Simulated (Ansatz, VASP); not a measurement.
**Two plane-wave programs on Cd5O2**

```
Cd O
1.0
     3.35748    0.00000    0.00000
    -1.67874    2.90766    0.00000
     0.00000    0.00000   12.75651
Cd O
5 2
Direct
  0.00000 0.00000 0.00000
  0.33333 0.66667 0.21985
  0.66667 0.33333 0.78015
  0.66667 0.33333 0.40707
  0.33333 0.66667 0.59293
  0.33333 0.66667 0.89096
  0.66667 0.33333 0.10904
```

Alike in both runs: functional PBE; k mesh 12 × 12 × 4; occupations gaussian, width 0.1 eV; no spin polarisation.

Ansatz relaxed the structure, and its values are those at the end. VASP's run is a single point on that final structure, the one shown.

|  | VASP | Ansatz |
| --- | --- | --- |
| version | VASP 6.6.1 | Ansatz 0.2.0 |
| potentials or method | VASP PAW PBE potentials, release 64 (Cd, O), cutoff 520 eV | scalar-relativistic, plane waves, PAW |
| valence electrons in the cell | 72 | 112 |

```tsv
	VASP	Ansatz	Ansatz less VASP
gap on the k mesh at the Fermi level (eV)	none	none	-
pressure (GPa)	0.6	0.0	-0.63
rms of the force components (eV/Å)	0.017	0.000	-0.0165
```

A gap of «none» marks a metal or a gap that the smearing closes. VASP's potentials hold 72 valence electrons a cell and Ansatz's 112, so a difference there can come from the potentials and not from the codes.
